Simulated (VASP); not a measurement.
Wanted: the native input for a VASP 6.6.1 run.

```yaml
Task: single point
Functional: LDA
Potentials_or_basis: VASP PAW LDA potentials, release 64 (Co, O)
Cutoff: 520 eV
k_mesh: 8 × 8 × 8
Occupations: gaussian, width 0.05 eV
Spin: collinear spin, ferromagnetic start
Starting_moments: "[1.5, 0.0] μB"
Fixed_moment: 1.5 μB
Hubbard_terms: Co d U = 4.0 eV
Dipole_correction: no
Further_INCAR_settings: ALGO = Normal; EDIFF = 1e-06; NBANDS = 18
```

The structure of CoO lies in POSCAR:

```
CoO
1.0
    0.0000000000      2.1315016600      2.1315016600
    2.1315016600      0.0000000000      2.1315016600
    2.1315016600      2.1315016600      0.0000000000
Co O
1 1
Direct
    0.0000000000      0.0000000000      0.0000000000
    0.5000000000      0.5000000000      0.5000000000
```

One way to write it, as run:

INCAR

```
  PREC = Accurate
  ENCUT = 520
  EDIFF = 1E-6
  ISMEAR = 0
  SIGMA = 0.05
  LREAL = False
  LASPH = True
  NELM = 150
  ALGO = Normal
  ISIF = 2
  LWAVE = False
  LCHARG = False
  ISPIN = 2
  MAGMOM = 1.5 0
  LORBIT = 11
  NUPDOWN = 1.5
  LMAXMIX = 4
  LDAU = True
  LDAUTYPE = 2
  LDAUL = 2 -1
  LDAUU = 4 0
  LDAUJ = 0 0
  LDAUPRINT = 1
  GGA = CA
  NBANDS = 18
```

KPOINTS

```
Automatic mesh
0
Gamma
  8 8 8
```

Potentials or basis: VASP PAW LDA potentials, release 64 (Co, O).

The run is started by

```console
$ cat potpaw_LDA.64/Co/POTCAR potpaw_LDA.64/O/POTCAR > POTCAR
$ mpirun -np 1 vasp_std > vasp.out
```

Results of the run:

| Property | Result |
| --- | --- |
| Pressure | -27.1 GPa |
| Net moment | 1.50 μB per cell |
| Site moments | Co +1.65; O -0.14 μB |
| Valence electrons inside the program's atomic spheres | Co 7.96; O 4.90 |

Caveat: the total moment is fixed, so each spin has its own Fermi level; a cell with one magnetic atom can't hold antiferromagnetic order, which such compounds often take.

Wall time 27 s on 1 thread of Intel Xeon 8259CL, on a shared host, peak memory 0.14 GiB.
